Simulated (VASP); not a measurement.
# TiO2 (P4_2/mnm) in VASP: notebook, part 2 of 2

VASP 6.6.1.

### Step 5. Single point, PBE

The input, INCAR:

```
SYSTEM = TiO2
PREC = Accurate ; ENCUT = 520
EDIFF = 1E-6 ; ISMEAR = 0
SIGMA = 0.01 ; LREAL = .False.
LASPH = .True. ; NELM = 80
ALGO = Normal ; ISIF = 2
LWAVE = .False. ; LCHARG = .False.
GGA = PE ; NBANDS = 33
```

The input, KPOINTS:

```
regular mesh
0
Gamma
  4 4 4
  0 0 0
```

The input, POSCAR:

```
TiO2
1.0
    4.5998373239      0.0000000000      0.0000000000
    0.0000000000      4.5998373239      0.0000000000
    0.0000000000      0.0000000000      2.9592135600
Ti O
2 4
Direct
    0.0000000000      0.0000000000      0.5000000000
    0.5000000000      0.5000000000      0.0000000000
    0.3043213200      0.3043213200      0.5000000000
    0.1956786800      0.8043213200      0.0000000000
    0.8043213200      0.1956786800      0.0000000000
    0.6956786800      0.6956786800      0.5000000000
```

Command:

```
cat potpaw_PBE.64/Ti_sv/POTCAR potpaw_PBE.64/O/POTCAR > POTCAR
mpirun -np 1 vasp_std > vasp.out
```

Run time: 34 s. Hardware: 1 thread of Intel Xeon Platinum 8375C at 2.90GHz (Ice Lake), shared host; peak memory 0.18 GiB.

The run converged. Its results:

| Property | Result |
| --- | --- |
| Free energy | -53.6382 eV |
| Pressure | 5.0 GPa |
| Largest force | 0.022 eV/Å |
| Band gap on the k mesh | 1.83 eV, direct |

Forces in eV/Å, atoms in the order of the input:
```
Ti   0.000  0.000  0.000
Ti   0.000  0.000  0.000
O   -0.016 -0.016  0.000
O    0.016 -0.016  0.000
O   -0.016  0.016  0.000
O    0.016  0.016  0.000
```

Stress tensor (GPa, compression positive):
```
5.00 0.00 0.00
0.00 5.00 0.00
0.00 0.00 4.92
```

Levels at points of the mesh, in eV from the valence-band top:
```tsv
k point	band 20	band 21	band 22	band 23	band 24	band 25	band 26	band 27	band 28	band 29
(0.00, 0.00, 0.00)	-1.99	-0.71	-0.46	-0.46	0.00	1.83	2.12	2.36	2.46	2.46
(0.50, 0.00, 0.00)	-3.06	-1.65	-1.65	-0.74	-0.74	2.50	2.50	2.99	2.99	3.52
(0.50, 0.50, 0.00)	-2.19	-1.31	-1.31	-1.08	-1.08	1.87	1.87	2.49	2.49	3.79
(0.00, 0.00, 0.50)	-2.77	-2.37	-2.37	-1.43	-1.43	2.94	2.94	3.14	3.14	3.63
(0.50, 0.00, 0.50)	-2.38	-2.04	-2.04	-1.04	-1.04	1.88	1.88	3.16	3.16	3.87
(0.50, 0.50, 0.50)	-2.74	-1.29	-1.29	-0.68	-0.68	2.57	2.57	3.17	3.17	3.18
```

Caveat: the k points lie up to 0.53 Å⁻¹ apart. As with any semilocal functional, this PBE gap is likely too small.

### Step 6. Single point, PBE

The input, INCAR:

```
PREC     = Accurate       # precision mode
ENCUT    = 520            # plane-wave cutoff, eV
EDIFF    = 1E-7           # SCF threshold, eV
ISMEAR   = -1             # smearing method
SIGMA    = 0.05           # smearing width, eV
LREAL    = False          # projectors in reciprocal space
LASPH    = True           # aspherical terms in the spheres
NELM     = 80             # most SCF steps
ALGO     = Normal         # electronic algorithm
ISIF     = 2              # what is computed and relaxed
LWAVE    = False          # write WAVECAR
LCHARG   = True           # write CHGCAR
GGA      = PE             # functional
LELF     = True           # ELF
LVHAR    = True         
NBANDS   = 33             # bands
```

The input, KPOINTS:

```
regular mesh
0
Gamma
  3 3 4
```

POSCAR is that of step 5.

Potentials or basis: VASP PAW PBE potentials, release 64 (Ti_sv, O).

Command:

```
cat potpaw_PBE.64/Ti_sv/POTCAR potpaw_PBE.64/O/POTCAR > POTCAR
mpirun -np 1 vasp_std > vasp.out
```

OUTCAR:

```text
PREC = Accurate
   ENCUT = 520
   EDIFF = 1E-7
   ISMEAR = -1
   LREAL = False
   LASPH = True
   NELM = 80
   ISIF = 2
   GGA = PE

 ion  position               nearest neighbor table
   1  0.000  0.000  0.500-   4 1.95   5 1.95   4 1.95   5 1.95   3 1.98   6 1.98
   2  0.500  0.500  0.000-   3 1.95   6 1.95   3 1.95   6 1.95   5 1.98   4 1.98
   3  0.304  0.304  0.500-   2 1.95   2 1.95   1 1.98
   4  0.196  0.804  0.000-   1 1.95   1 1.95   2 1.98
   5  0.804  0.196  0.000-   1 1.95   1 1.95   2 1.98
   6  0.696  0.696  0.500-   2 1.95   2 1.95   1 1.98

  LATTYP: Found a simple tetragonal cell.
 ALAT       =     4.5998373239
 C/A-ratio  =     0.6433300466

  Lattice vectors:

 A1 = (   4.5998373239,   0.0000000000,   0.0000000000)
 A2 = (   0.0000000000,   4.5998373239,   0.0000000000)
 A3 = (   0.0000000000,   0.0000000000,   2.9592135600)

Analysis of symmetry for initial positions (statically):
=====================================================================
 Subroutine PRICEL returns:
 Original cell was already a primitive cell.

[... 166 lines left out ...]
 cond. band min:       6.6636658864   @ k =   0.0000   0.0000   0.0000
 fundamental gap:      1.8320435460
 Fermi energy:         5.7274133691

 k-point     1 :       0.0000    0.0000    0.0000
  band No.  band energies     occupation
      1     -52.1172      2.00000
      2     -52.1004      2.00000
      3     -28.4224      2.00000
      4     -28.4224      2.00000
      5     -28.2586      2.00000
      6     -28.2586      2.00000
[... 313 lines left out ...]
     32      10.7125      0.00000
     33      10.7780      0.00000

------------------------ aborting loop because EDIFF is reached ----------------------------------------

  FORCE on cell =-STRESS in cart. coord.  units (eV):
  Direction    XX          YY          ZZ          XY          YZ          ZX
  --------------------------------------------------------------------------------------
  -------------------------------------------------------------------------------------
  Total        1.9536259      1.9536259      1.9385457     -0.0000000      0.0000000      0.0000000
  in kB       49.9908755     49.9908755     49.6049894     -0.0000000      0.0000000      0.0000000
  external PRESSURE =      49.8622468 kB  Pullay stress =       0.0000000 kB

 VOLUME and BASIS-vectors are now :
 -----------------------------------------------------------------------------
  energy-cutoff  :      520.00
  volume of cell :       62.61
      direct lattice vectors                 reciprocal lattice vectors
     4.599837324  0.000000000  0.000000000     0.217398993  0.000000000  0.000000000
     0.000000000  4.599837324  0.000000000     0.000000000  0.217398993  0.000000000
     0.000000000  0.000000000  2.959213560     0.000000000  0.000000000  0.337927622

 POSITION                                       TOTAL-FORCE (eV/Angst)
 -----------------------------------------------------------------------------------
      0.00000      0.00000      1.47961         0.000000      0.000000     -0.000000
      2.29992      2.29992      0.00000         0.000000      0.000000     -0.000000
      1.39983      1.39983      1.47961        -0.017337     -0.017337     -0.000000
      0.90009      3.69975      0.00000         0.017337     -0.017337     -0.000000
      3.69975      0.90009      0.00000        -0.017337      0.017337      0.000000
      3.20001      3.20001      1.47961         0.017337      0.017337      0.000000
 -----------------------------------------------------------------------------------
    total drift:                                0.000000      0.000000      0.000000

  FREE ENERGIE OF THE ION-ELECTRON SYSTEM (eV)
  ---------------------------------------------------
  free  energy   TOTEN  =       -53.6386910459 eV

  energy  without entropy=      -53.6386910440  energy(sigma->0) =      -53.63869104
```

OSZICAR:

```text
N       E                     dE             d eps       ncg     rms          rms(c)
DAV:   1     0.656514257934E+03    0.65651E+03   -0.24549E+04   602   0.173E+03
DAV:   2     0.258680003573E+02   -0.63065E+03   -0.57758E+03   664   0.520E+02
DAV:   3    -0.651843084922E+02   -0.91052E+02   -0.89723E+02   796   0.190E+02
DAV:   4    -0.709122252962E+02   -0.57279E+01   -0.57182E+01   887   0.437E+01
DAV:   5    -0.711616144759E+02   -0.24939E+00   -0.24937E+00   771   0.711E+00    0.313E+01
DAV:   6    -0.540699346916E+02    0.17092E+02   -0.75583E+01   759   0.884E+01    0.112E+01
DAV:   7    -0.539113190237E+02    0.15862E+00   -0.12795E+01   721   0.327E+01    0.915E+00
DAV:   8    -0.537788604570E+02    0.13246E+00   -0.48772E-01   753   0.538E+00    0.714E+00
DAV:   9    -0.538253553789E+02   -0.46495E-01   -0.14105E+00   777   0.138E+01    0.386E+00
DAV:  10    -0.536490806096E+02    0.17627E+00   -0.72550E-01   738   0.865E+00    0.974E-01
DAV:  11    -0.536408432232E+02    0.82374E-02   -0.35272E-02   750   0.139E+00    0.481E-01
DAV:  12    -0.536388629874E+02    0.19802E-02   -0.80710E-03   735   0.488E-01    0.120E-01
DAV:  13    -0.536387084957E+02    0.15449E-03   -0.47068E-04   793   0.175E-01    0.488E-02
DAV:  14    -0.536386983698E+02    0.10126E-04   -0.10331E-04   673   0.638E-02    0.264E-02
DAV:  15    -0.536386904608E+02    0.79090E-05   -0.25260E-05   853   0.538E-02    0.370E-03
DAV:  16    -0.536386910362E+02   -0.57541E-06   -0.23005E-06   713   0.102E-02    0.264E-03
DAV:  17    -0.536386910459E+02   -0.96743E-08   -0.26286E-07   575   0.657E-03
   1 F= -.53638691E+02 E0= -.53638691E+02  d E =-.185171E-08
```

stdout:

```text
POSCAR found type information on POSCAR TiO
 POSCAR found :  2 types and       6 ions
 scaLAPACK will be used
 LDA part: xc-table for (Slater+PW92), standard interpolation
 POSCAR, INCAR and KPOINTS ok, starting setup
 FFT: planning ... GRIDC
 FFT: planning ... GRID_SOFT
 FFT: planning ... GRID
 WAVECAR not read
 entering main loop
```

Run time: 60 s. Hardware: 1 thread of AMD EPYC 7R13, shared host; peak memory 0.14 GiB.

Results:

| Quantity | Value |
| --- | --- |
| Free energy | -53.6387 eV |
| Pressure | 5.0 GPa |
| Largest force | 0.025 eV/Å |
| Band gap on the k mesh | 1.83 eV, direct |

Forces in eV/Å, atoms in the order of the input:
```
Ti   0.000  0.000  0.000
Ti   0.000  0.000  0.000
O   -0.017 -0.017  0.000
O    0.017 -0.017  0.000
O   -0.017  0.017  0.000
O    0.017  0.017  0.000
```

Caveat: the k points lie up to 0.53 Å⁻¹ apart.

### Step 7. Overview

```csv
level,cell,k mesh,smearing,gap on the mesh (eV),pressure (GPa),largest force (eV/Å)
PBEsol,"a = 4.600, b = 4.600, c = 2.959 Å, 6 atoms",6 × 6 × 9,fermi-dirac 0.05 eV,1.80,-2.2,0.05
PBE,"a = 4.625, b = 4.625, c = 2.959 Å, 6 atoms",6 × 6 × 9,fermi-dirac 0.05 eV,1.84,2.7,0.03
PBE,"a = 4.643, b = 4.643, c = 2.964 Å, 6 atoms",6 × 6 × 9,fermi-dirac 0.05 eV,1.83,0.7,0.03
PBE,"a = 4.600, b = 4.600, c = 2.959 Å, 6 atoms",4 × 4 × 4,gaussian 0.01 eV,1.83,5.0,0.02
PBE,"a = 4.600, b = 4.600, c = 2.959 Å, 6 atoms",3 × 3 × 4,fermi-dirac 0.05 eV,1.83,5.0,0.02
```

Alike in all rows: task single point; potentials or basis VASP PAW PBE potentials, release 64 (Ti_sv, O); no spin polarisation; cutoff (eV) 520.

Caveats: some runs use coarse meshes; the PAW data sets were made with another functional, which shifts forces and pressure a little (some runs).

Absolute energies hang on the potentials; compare differences alone.
